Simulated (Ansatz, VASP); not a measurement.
**One calculation of NaCdF4, two programs**

```xyz
6
Lattice="4.1580 0.0000 0.0000 0.0000 4.1580 0.0000 0.0000 0.0000 6.6495" Properties=species:S:1:pos:R:3 pbc="T T T"
Na    2.0790    2.0790    3.3247
Cd    0.0000    0.0000    0.0000
F     0.0000    0.0000    4.5495
F     2.0790    0.0000    0.0000
F     0.0000    2.0790    0.0000
F     0.0000    0.0000    2.1000
```

Alike in both runs: task single point; functional PBE; k mesh 4 × 4 × 4; occupations gaussian, width 0.1 eV; no spin polarisation.

|  | VASP | Ansatz |
| --- | --- | --- |
| version | VASP 6.6.1 | Ansatz 0.2.0 |
| potentials or method | VASP PAW PBE potentials, release 64 (Na_pv, Cd, F), cutoff 520 eV | scalar-relativistic, plane waves, PAW |
| valence electrons in the cell | 47 | 57 |

|  | VASP | Ansatz | Ansatz less VASP |
| --- | --- | --- | --- |
| gap on the k mesh at the Fermi level (eV) | none | none | - |
| pressure (GPa) | 1.8 | 1.1 | -0.69 |
| traceless stress, the component that is largest in VASP (GPa) | -1.08 | -1.12 | -0.041 |
| rms of the force components (eV/Å) | 0.155 | 0.098 | -0.0567 |

Atom by atom the forces differ by 0.057 eV/Å (rms over components). A gap of «none» marks a metal or a gap that the smearing closes. VASP's potentials hold 47 valence electrons a cell and Ansatz's 57, so a difference there can come from the potentials and not from the codes.

The k mesh is coarse, so the values compare programs but aren't converged.
